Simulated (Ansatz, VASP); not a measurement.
**Two plane-wave programs on TiB6**

```
Ti B
1.0
     5.40406    0.00000    0.00000
    -2.70203    4.68006    0.00000
     0.00000    0.00000    2.50370
Ti B
1 6
Direct
  0.00000 0.00000 0.50000
  0.34741 0.34741 0.00000
  0.00000 0.65259 0.00000
  0.65259 0.00000 0.00000
  0.00000 0.34741 0.00000
  0.65259 0.65259 0.00000
  0.34741 0.00000 0.00000
```

Alike in both runs: functional PBE; dispersion D3(BJ); k mesh 6 × 6 × 6; occupations gaussian, width 0.1 eV; no spin polarisation.

Ansatz relaxed the structure, and its values are those at the end. VASP's run is a single point on that final structure, the one shown.

|  | VASP | Ansatz |
| --- | --- | --- |
| version | VASP 6.6.1 | Ansatz 0.2.0 |
| potentials or method | VASP PAW PBE potentials, release 64 (Ti_sv, B), cutoff 520 eV | scalar-relativistic, plane waves, PAW |
| valence electrons in the cell | 30 | 30 |

|  | VASP | Ansatz | Ansatz less VASP |
| --- | --- | --- | --- |
| gap on the k mesh at the Fermi level (eV) | none | none | - |
| pressure (GPa) | -0.1 | 0.0 | +0.06 |

A gap of «none» marks a metal or a gap that the smearing closes.

The k mesh is coarse, so the values compare programs but aren't converged.
